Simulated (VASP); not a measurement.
Input of a VASP 6.6.1 run:

The input INCAR:

```
SYSTEM = ScFeC4N4
PREC = Accurate
ENCUT = 520
EDIFF = 1E-6
ISMEAR = 0
SIGMA = 0.02
LREAL = .FALSE.
LASPH = .TRUE.
NELM = 150
ALGO = Normal
ISIF = 2
LWAVE = .FALSE.
LCHARG = .FALSE.
ISPIN = 2
MAGMOM = 0 2.09 0 0 0 0 0 0 0 0
LORBIT = 11
LMAXMIX = 4
GGA = PE
NBANDS = 42
```

KPOINTS

```
regular mesh
0
G
  6 6 6
  0 0 0
```

Contents of POSCAR:

```
ScFeC4N4
1.0
    5.9612411644      0.0000000000      0.0000000000
    0.0000000000      5.9612411644      0.0000000000
    0.0000000000      0.0000000000      5.9612411644
Sc Fe C N
1 1 4 4
Direct
    0.5000000000      0.5000000000      0.5000000000
    0.0000000000      0.0000000000      0.0000000000
    0.1839578761      0.1839578761      0.1839578761
    0.1839578761      0.8160421239      0.8160421239
    0.8160421239      0.1839578761      0.8160421239
    0.8160421239      0.8160421239      0.1839578761
    0.2986737839      0.2986737839      0.2986737839
    0.2986737839      0.7013262161      0.7013262161
    0.7013262161      0.2986737839      0.7013262161
    0.7013262161      0.7013262161      0.2986737839
```

Potentials or basis: VASP PAW PBE potentials, release 64 (Sc_sv, Fe, C, N).

Launch:

```sh
$ cat potpaw_PBE.64/Sc_sv/POTCAR potpaw_PBE.64/Fe/POTCAR potpaw_PBE.64/C/POTCAR potpaw_PBE.64/N/POTCAR > POTCAR
$ mpirun -np 1 vasp_std > vasp.out
```

(1) Estimate the band gap on the k mesh.

(2) Predict the net moment.

## Answers

(1) 0.73 eV.

(2) 3.00 μB per cell.

Caveat: a cell with one magnetic atom can't hold antiferromagnetic order, which such compounds often take.
